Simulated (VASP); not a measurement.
# Mg (P6_3/mmc) in VASP: single point with PBE

Aim: the single point of Mg with PBE.

Everything below comes from runs of VASP 6.6.1. Logs are shortened: lines on timing, memory, paths and dates and some standing lists are left out, and cuts for length are marked.

**1. The cell of the first run**

It takes space group P6_3/mmc (No. 194, hexagonal). Conventional cell: a = 3.195 Å, b = 3.195 Å, c = 5.190 Å, α = 90.00°, β = 90.00°, γ = 120.00°. Mg (site symmetry -6m2) has 12 Mg at 3.18 to 3.19 Å within 4.2 Å.

**2. Single point, PBE**

File INCAR:

```
  PREC = Accurate
  ENCUT = 520
  EDIFF = 1E-6
  ISMEAR = 1
  SIGMA = 0.1
  LREAL = False
  LASPH = True
  NELM = 100
  ALGO = Normal
  ISIF = 2
  LWAVE = False
  LCHARG = False
  GGA = PE
  NBANDS = 9
```

File KPOINTS:

```
Automatic mesh
0
Gamma
  21 21 12
```

File POSCAR:

```
Mg
1.0
    3.1947340000      0.0000000000      0.0000000000
   -1.5973670000      2.7667210000      0.0000000000
    0.0000000000      0.0000000000      5.1900560000
Mg
2
Direct
    0.3333330000      0.6666670000      0.2500000000
    0.6666670000      0.3333330000      0.7500000000
```

Potentials or basis: VASP PAW PBE potentials, release 64 (Mg).

Run with:

```
$ cat potpaw_PBE.64/Mg/POTCAR > POTCAR
$ mpirun -np 1 vasp_std > vasp.out
```

OUTCAR:

```text
PREC = Accurate
   ENCUT = 520
   EDIFF = 1E-6
   ISMEAR = 1
   LREAL = False
   LASPH = True
   NELM = 100
   ISIF = 2
   GGA = PE

 ion  position               nearest neighbor table
   1  0.333  0.667  0.250-   2 3.18   2 3.18   2 3.18   2 3.18   2 3.18   2 3.18
   2  0.667  0.333  0.750-   1 3.18   1 3.18   1 3.18   1 3.18   1 3.18   1 3.18

  LATTYP: Found a hexagonal cell.
 ALAT       =     3.1947340000
 C/A-ratio  =     1.6245659263

  Lattice vectors:

 A1 = (   3.1947340000,   0.0000000000,   0.0000000000)
 A2 = (  -1.5973670000,   2.7667210000,   0.0000000000)
 A3 = (   0.0000000000,   0.0000000000,   5.1900560000)

Analysis of symmetry for initial positions (statically):
=====================================================================
 Subroutine PRICEL returns:
 Original cell was already a primitive cell.

 Routine SETGRP: Setting up the symmetry group for a
 hexagonal supercell.

 Subroutine GETGRP returns: Found 24 space group operations
 (whereof 12 operations were pure point group operations)
 out of a pool of 24 trial point group operations.

The static configuration has the point symmetry D_3d.
 The point group associated with its full space group is D_6h.

Analysis of symmetry for dynamics (positions and initial velocities):
=====================================================================
 Subroutine PRICEL returns:
 Original cell was already a primitive cell.

 Routine SETGRP: Setting up the symmetry group for a
 hexagonal supercell.

 Subroutine GETGRP returns: Found 24 space group operations
 (whereof 12 operations were pure point group operations)
 out of a pool of 24 trial point group operations.

The dynamic configuration has the point symmetry D_3d.
 The point group associated with its full space group is D_6h.

 Subroutine INISYM returns: Found 24 space group operations
 (whereof 12 operations are pure point group operations),
 and found     1 'primitive' translations

----------------------------------------------------------------------------------------

                                     Primitive cell

  volume of cell :      45.8746

  direct lattice vectors                    reciprocal lattice vectors
     3.194734000  0.000000000  0.000000000     0.313015105  0.180719342  0.000000000
    -1.597367000  2.766721000  0.000000000     0.000000000  0.361438685  0.000000000
     0.000000000  0.000000000  5.190056000     0.000000000  0.000000000  0.192676148

  length of vectors
     3.194734000  3.194734171  5.190056000     0.361438704  0.361438685  0.192676148

  position of ions in fractional coordinates (direct lattice)
     0.333333000  0.666667000  0.250000000
     0.666667000  0.333333000  0.750000000

  ion indices of the primitive-cell ions
   primitive index   ion index
                 1           1
                 2           2

----------------------------------------------------------------------------------------

 KPOINTS: Automatic mesh

Automatic generation of k-mesh.
 Grid dimensions read from file:
 generate k-points for:   21   21   12

 Generating k-lattice:

  Cartesian coordinates                     Fractional coordinates (reciprocal lattice)
     0.014905481  0.008605683  0.000000000     0.047619048  0.000000000  0.000000000
     0.000000000  0.017211366  0.000000000     0.000000000  0.047619048  0.000000000
     0.000000000  0.000000000  0.016056346     0.000000000  0.000000000  0.083333333

  Length of vectors
     0.017211367  0.017211366  0.016056346

  Shift w.r.t. Gamma in fractional coordinates (k-lattice)
     0.000000000  0.000000000  0.000000000

 Subroutine IBZKPT returns following result:
 ===========================================

 Found    336 irreducible k-points:

 Following reciprocal coordinates:
            Coordinates               Weight
  0.000000  0.000000  0.000000      1.000000
  0.047619  0.000000  0.000000      6.000000
  0.095238  0.000000  0.000000      6.000000
  0.142857 -0.000000  0.000000      6.000000
  0.190476  0.000000  0.000000      6.000000
  0.238095  0.000000  0.000000      6.000000
[... 16 lines left out ...]
  0.142857  0.095238  0.000000     12.000000
  0.190476  0.095238  0.000000     12.000000
 [... further k-points ...]
   k-points           NKPTS =    336   k-points in BZ     NKDIM =    336   number of bands    NBANDS=      9
   number of dos      NEDOS =    301   number of ions     NIONS =      2
   total plane-waves  NPLWV =  23040
   dimension x,y,z NGX =    24 NGY =   24 NGZ =   40
   dimension x,y,z NGXF=    48 NGYF=   48 NGZF=   80
   ions per type =               2
   NGX,Y,Z   is equivalent  to a cutoff of  12.49, 12.49, 12.81 a.u.
   NGXF,Y,Z  is equivalent  to a cutoff of  24.98, 24.98, 25.63 a.u.
 SYSTEM =  unknown system
   PREC   = accura    normal or accurate (medium, high low for compatibility)
   ISTART =      0    job   : 0-new  1-cont  2-samecut
   ICHARG =      2    charge: 1-file 2-atom 10-const
   ISPIN  =      1    spin polarized calculation?
   LNONCOLLINEAR =      F non collinear calculations
   LSORBIT =      F    spin-orbit coupling
   LASPH  =      T    aspherical Exc in radial PAW
   ENCUT  =  520.0 eV  38.22 Ry    6.18 a.u.   5.94  5.94  9.65*2*pi/ulx,y,z
   NELM   =    100;   NELMIN=  2; NELMDL= -5     # of ELM steps
   EDIFF  = 0.1E-05   stopping-criterion for ELM
   LREAL  =      F    real-space projection
   EDIFFG = 0.1E-04   stopping-criterion for IOM
   NSW    =      0    number of steps for IOM
   IBRION =     -1    ionic relax: 0-MD 1-quasi-New 2-CG
   NFREE  =      0    steps in history (QN), initial steepest desc. (CG)
   ISIF   =      2    stress and relaxation
   ISYM   =      2    0-nonsym 1-usesym 2-fastsym
   POTIM  = 0.5000    time-step for ionic-motion
   TEBEG  =    0.0;   TEEND  =   0.0 temperature during run
   PSTRESS=    0.0 pullay stress
   NELECT =       4.0000    total number of electrons
   NUPDOWN=      -1.0000    fix difference up-down
   EMIN   =  10.00;   EMAX   =-10.00  energy-range for DOS
   EFERMI =   0.00;   METHOD = LEGACY
   ISMEAR =     1;   SIGMA  =   0.10  broadening in eV -4-tet -1-fermi 0-gaus
   EFERMI_NEDOS =   21; number of points for ismear=-14 and -15
   IALGO  =     38    algorithm
   IMIX   =      4    mixing-type and parameters
     AMIX     =   0.40;   BMIX     =  1.00
     AMIX_MAG =   1.60;   BMIX_MAG =  1.00
  volume/ion in A,a.u.               =      22.94       154.79
  Fermi-wavevector in a.u.,A,eV,Ry     =   0.725946  1.371838  7.170231  0.526997
  Thomas-Fermi vector in A             =   1.816795
   LORBIT       =      0    0 simple, 1 ext, 2 COOP (PROOUT), +10 PAW based schemes
   GGA     = PE    functional components
   LHFCALC =     F    Hartree Fock is set to
   AEXX    =    0.0000 exact exchange contribution
   IVDW    =     0    specifies the selected vdW correction
   LEPSILON=     F    determine dielectric tensor
   LRPA    =     F    only Hartree local field effects (RPA)
 non-spin polarized calculation
 Methfessel and Paxton  Order N= 1 SIGMA  =   0.10
  energy-cutoff  :      520.00
  volume of cell :       45.87
 maximum number of plane-waves:      1272
 NGX is ok and might be reduce to    24
   NGX = 11   NGY = 11   NGZ = 19

 number of electron       4.0000000 magnetization

 Free energy of the ion-electron system (eV)
  ---------------------------------------------------
  ext. energy  EPLUGINS =         0.00000000
  ---------------------------------------------------
  free energy    TOTEN  =        -3.01393639 eV

  energy without entropy =       -3.01385393  energy(sigma->0) =       -3.01390890

 E-fermi :   2.6305     XC(G=0):  -8.4937

 val. band max:        2.6204601928   @ k =   0.4286   0.0000   0.2500
 cond. band min:       2.6383255523   @ k =   0.3333   0.2857   0.4167
 fundamental gap:      0.0178653595
 Fermi energy:         2.6305410555

 k-point     1 :       0.0000    0.0000    0.0000
  band No.  band energies     occupation
      1      -4.2973      2.00000
      2       0.9496      2.00000
      3       1.3906      2.00000
      4      13.5887      0.00000
      5      13.5887      0.00000
      6      13.7060      0.00000
      7      13.7060      0.00000
      8      14.4699      0.00000
      9      16.0766      0.00000

 k-point     2 :       0.0476    0.0000    0.0000
  band No.  band energies     occupation
      1      -4.2526      2.00000
      2       0.9905      2.00000
      3       1.4341      2.00000
      4      12.4048      0.00000
      5      12.8994      0.00000
      6      13.6370      0.00000
      7      14.4593      0.00000
      8      15.0277      0.00000
      9      16.6045      0.00000

 k-point     3 :       0.0952    0.0000    0.0000
  band No.  band energies     occupation
      1      -4.1187      2.00000
      2       1.1130      2.00000
      3       1.5641      2.00000
      4      10.9445      0.00000
      5      12.2266      0.00000
      6      13.0267      0.00000
      7      15.2998      0.00000
      8      15.3572      0.00000
      9      15.6414      0.00000

 k-point     4 :       0.1429   -0.0000    0.0000
  band No.  band energies     occupation
      1      -3.8958      2.00000
      2       1.3172      2.00000
      3       1.7791      2.00000
      4       9.4928      0.00000
      5      11.6275      0.00000
      6      12.3296      0.00000
      7      14.2161      0.00000
      8      14.8610      0.00000
      9      15.9660      0.00000

 k-point     5 :       0.1905    0.0000    0.0000
  band No.  band energies     occupation
      1      -3.5846      2.00000
      2       1.6033      2.00000
      3       2.0757      2.00000
      4       8.0940      0.00000
      5      11.1034      0.00000
      6      11.6080      0.00000
      7      12.8181      0.00000
      8      13.9395      0.00000
      9      15.6607      0.00000

 k-point     6 :       0.2381    0.0000    0.0000
  band No.  band energies     occupation
      1      -3.1860      2.00000
      2       1.9714      2.00000
      3       2.4464      2.02579
      4       6.7675      0.00000
      5      10.6547      0.00000
      6      10.8543      0.00000
      7      11.4785      0.00000
      8      13.0431      0.00000
      9      15.1568      0.00000
[... 169 lines left out ...]
 k-point    21 :       0.4762    0.0476    0.0000
  band No.  band energies     occupation
      1       0.5274      2.00000
      2       0.5398      2.00000
      3       5.3296      0.00000
      4       5.6896      0.00000
      5       5.9447      0.00000
      6       6.2860      0.00000
      7       8.9313      0.00000
      8      11.6442      0.00000
      9      13.2053      0.00000

 k-point    22 :       0.0952    0.0952    0.0000
  band No.  band energies     occupation
      1      -3.7623      2.00000
      2       1.4398      2.00000
      3       1.9070      2.00000
      4       9.4540      0.00000
      5       9.7692      0.00000
      6      14.0330      0.00000
      7      14.0519      0.00000
      8      14.3388      0.00000
      9      14.7692      0.00000

 k-point    23 :       0.1429    0.0952    0.0000
  band No.  band energies     occupation
      1      -3.4516      2.00000
      2       1.7260      2.00000
      3       2.2015      2.00000
      4       8.1826      0.00000
      5       9.0758      0.00000
      6      12.8551      0.00000
      7      13.1678      0.00000
      8      13.9707      0.00000
      9      14.3146      0.00000

 k-point    24 :       0.1905    0.0952    0.0000
  band No.  band energies     occupation
      1      -3.0535      2.00000
      2       2.0941      2.00000
      3       2.5690      1.85334
      4       6.8728      0.00000
      5       8.5606      0.00000
      6      11.5699      0.00000
      7      12.1265      0.00000
      8      13.4143      0.00000
      9      14.0026      0.00000

 [... further k-points ...]

------------------------ aborting loop because EDIFF is reached ----------------------------------------

  FORCE on cell =-STRESS in cart. coord.  units (eV):
  Direction    XX          YY          ZZ          XY          YZ          ZX
  --------------------------------------------------------------------------------------
  -------------------------------------------------------------------------------------
  Total       -0.0355048     -0.0355048     -0.0363446      0.0000000      0.0000000     -0.0000000
  in kB       -1.2400123     -1.2400125     -1.2693423      0.0000000      0.0000000     -0.0000000
  external PRESSURE =      -1.2497890 kB  Pullay stress =       0.0000000 kB

 VOLUME and BASIS-vectors are now :
 -----------------------------------------------------------------------------
  energy-cutoff  :      520.00
  volume of cell :       45.87
      direct lattice vectors                 reciprocal lattice vectors
     3.194734000  0.000000000  0.000000000     0.313015105  0.180719342  0.000000000
    -1.597367000  2.766721000  0.000000000     0.000000000  0.361438685  0.000000000
     0.000000000  0.000000000  5.190056000     0.000000000  0.000000000  0.192676148

 POSITION                                       TOTAL-FORCE (eV/Angst)
 -----------------------------------------------------------------------------------
     -0.00000      1.84448      1.29751         0.000000     -0.000000      0.000000
      1.59737      0.92224      3.89254        -0.000000      0.000000      0.000000
 -----------------------------------------------------------------------------------
    total drift:                                0.000006     -0.000002      0.000001

  FREE ENERGIE OF THE ION-ELECTRON SYSTEM (eV)
  ---------------------------------------------------
  free  energy   TOTEN  =        -3.0139363913 eV

  energy  without entropy=       -3.0138539259  energy(sigma->0) =       -3.01390890
```

It took 64 s on 1 thread of Oxide Virtual Turin-like, shared host; peak memory 0.22 GiB.

What came out:

| Item | Value |
| --- | --- |
| Free energy | -3.0139 eV |
| Pressure | -0.1 GPa |
| Band gap on the k mesh | zero (bands 2 and 3 overlap by 2.36 eV) |

Levels at points of the mesh, in eV from the Fermi level:
```csv
k point,band 1,band 2,band 3,band 4,band 5
"(0.00, 0.00, 0.00)",-6.93,-1.68,-1.24,10.96,10.96
"(0.00, 0.00, 0.50)",-5.54,-5.54,5.03,5.03,11.70
```
